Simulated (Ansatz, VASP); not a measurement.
**Be2S in VASP and in Ansatz**

The input POSCAR:

```
Be2S
1.0
    3.1575700000      0.0000000000      0.0000000000
    0.0000000000      3.1575700000      0.0000000000
    0.0000000000      0.0000000000      3.9403700000
Be S
2 1
Direct
    0.0000000000      0.5000000000      0.1685400000
    0.5000000000      0.0000000000      0.8314600000
    0.5000000000      0.5000000000      0.5000000000
```

INCAR.step1

```
ALGO = Normal ; EDIFF = 1E-5
ENCUT = 520 ; GGA = PE
ISIF = 2 ; ISMEAR = -1
LASPH = True ; LREAL = False
LWAVE = True ; NBANDS = 12
NELM = 80 ; PREC = Accurate
SIGMA = 0.05
```

The input INCAR.step2:

```
AEXX = 0.25 ; ALGO = Normal
EDIFF = 1E-6 ; ENCUT = 520
GGA = PE ; HFSCREEN = 0.1
ISIF = 2 ; ISMEAR = -1
ISTART = 1 ; LASPH = True
LCHARG = True ; LELF = True
LHFCALC = True ; LREAL = False
LVHAR = True ; LWAVE = False
NBANDS = 12 ; NELM = 80
PREC = Accurate ; PRECFOCK = Normal
SIGMA = 0.05
```

The input KPOINTS:

```
k-points
0
Gamma
  4 4 4
```

File input:

```
crystal:
  lattice:
    - [3.15757, 0.0, 0.0]
    - [0.0, 3.15757, 0.0]
    - [0.0, 0.0, 3.94037]
  atoms:
    - { symbol: Be, position: [0.0, 0.5, 0.16854] }
    - { symbol: Be, position: [0.5, 0.0, 0.83146] }
    - { symbol: S, position: [0.5, 0.5, 0.5] }
hamiltonian:
  xc: { exchange: pbe, correlation: pbe, exx: { coeff: 0.25, omega: 0.1 } }
  pseudopotentials: { kind: paw }
kpoints:
  mp_grid: { grid: [4, 4, 4] }
scf:
  occupations: { method: fermi_dirac, width: 0.05 }
output:
  forces: true
  stress: true
  eigenvalues: true
  write_density: true
  write_potential: true
  elf: true
  volumetric_format: npy
```

Alike in both runs: task single point; functional PBE-based screened hybrid; k mesh 4 × 4 × 4; occupations fermi-dirac, width 0.05 eV; no spin polarisation.

```csv
,VASP,Ansatz
version,VASP 6.6.1,Ansatz 0.2.0
potentials or method,"VASP PAW PBE potentials, release 64 (Be, S)",Ansatz PAW
plane-wave cutoff (eV),520,420
valence electrons in the cell,10,10
```

```tsv
	VASP	Ansatz	Ansatz less VASP
gap on the k mesh at the Fermi level (eV)	none	none	-
pressure (GPa)	-1.2	-0.9	+0.23
traceless stress, the component that is largest in VASP (GPa)	-1.14	-1.18	-0.036
rms of the force components (eV/Å)	0.093	0.097	+0.0040
```

VASP's potentials were made for PBE, not for PBE-based screened hybrid. Atom by atom the forces differ by 0.004 eV/Å (rms over components). A gap of «none» marks a metal or a gap that the smearing closes.

The k mesh is coarse, so the values compare programs but aren't converged.
